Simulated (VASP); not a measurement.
The system is InGa3As4.

```
Ga As In
1.0
     5.60266    0.00000    0.00000
     0.00000    5.60266    0.00000
     0.00000    0.00000    5.60266
Ga As In
3 4 1
Cartesian
  2.8013 0.0000 0.0000
  0.0000 2.8013 0.0000
  0.0000 0.0000 2.8013
  4.2020 1.4007 1.4007
  1.4007 4.2020 1.4007
  1.4007 1.4007 4.2020
  4.2020 4.2020 4.2020
  2.8013 2.8013 2.8013
```

```yaml
Program: VASP 6.6.1
Task: relaxation of cell and atoms
Functional: PBE
Potentials_or_basis: VASP PAW PBE potentials, release 64 (Ga_d, As, In_d)
Cutoff: 600 eV
k_mesh: 4 × 4 × 4
Occupations: fermi-dirac, width 0.02 eV
Spin: no spin polarisation
```

At the start: pressure 11.5 GPa; volume 21.98 Å³/atom.

**Question.** Where does the relaxation end?

**Answer.** Over 9 steps the energy falls by 135.1 meV/atom and the volume is 25.23 Å³/atom (+14.8 %); space group P-43m (No. 215, to 0.1 Å) before and after.

Step by step:
```csv
step,energy change (eV),largest force (eV/Å),pressure (GPa),volume (Å³)
1,0.0000,1.7770,11.48,175.87
2,-0.8572,0.0194,-3.83,219.08
3,-1.0540,0.3765,-0.45,203.78
4,-1.0759,0.1710,-0.09,202.25
5,-1.0804,0.0084,0.21,201.03
6,-1.0805,0.0244,0.19,201.15
7,-1.0809,0.0075,-0.06,201.98
8,-1.0809,0.0000,0.04,201.78
9,-1.0809,0.0028,-0.02,201.86
```

Final structure:
```xyz
8
Lattice="5.8661 0.0000 0.0000 0.0000 5.8661 0.0000 0.0000 0.0000 5.8661" Properties=species:S:1:pos:R:3 pbc="T T T"
Ga    2.9331    0.0000    0.0000
Ga    0.0000    2.9331    0.0000
Ga    0.0000    0.0000    2.9331
As    4.4539    1.4122    1.4122
As    1.4122    4.4539    1.4122
As    1.4122    1.4122    4.4539
As    4.4539    4.4539    4.4539
In    2.9331    2.9331    2.9331
```
